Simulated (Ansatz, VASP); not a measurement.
# One calculation of ScAl3, two programs

```xyz
4
Lattice="4.1053 0.0000 0.0000 0.0000 4.1053 0.0000 0.0000 0.0000 4.1053" Properties=species:S:1:pos:R:3 pbc="T T T"
Sc    0.0000    0.0000    0.0000
Al    2.0527    0.0000    2.0527
Al    0.0000    2.0527    2.0527
Al    2.0527    2.0527    0.0000
```

Alike in both runs: task relaxation of cell and atoms; functional PBEsol; k mesh 10 × 10 × 10; occupations gaussian, width 0.1 eV; no spin polarisation.

```csv
,VASP,Ansatz
version,VASP 6.6.1,Ansatz 0.2.0
potentials or method,"VASP PAW PBE potentials, release 64 (Sc_sv, Al), cutoff 600 eV","scalar-relativistic, plane waves, PAW"
valence electrons in the cell,20,20
```

```csv
,VASP,Ansatz,Ansatz less VASP
"gap on the k mesh at the Fermi level, each at its own relaxed structure (eV)",none,none,-
relaxed volume (Å³/atom),16.89,16.87,-0.024
relaxed cell length with the largest relative difference (Å),4.073,4.071,-0.0019
```

VASP's potentials were made for PBE, not for PBEsol. A gap of «none» marks a metal or a gap that the smearing closes.
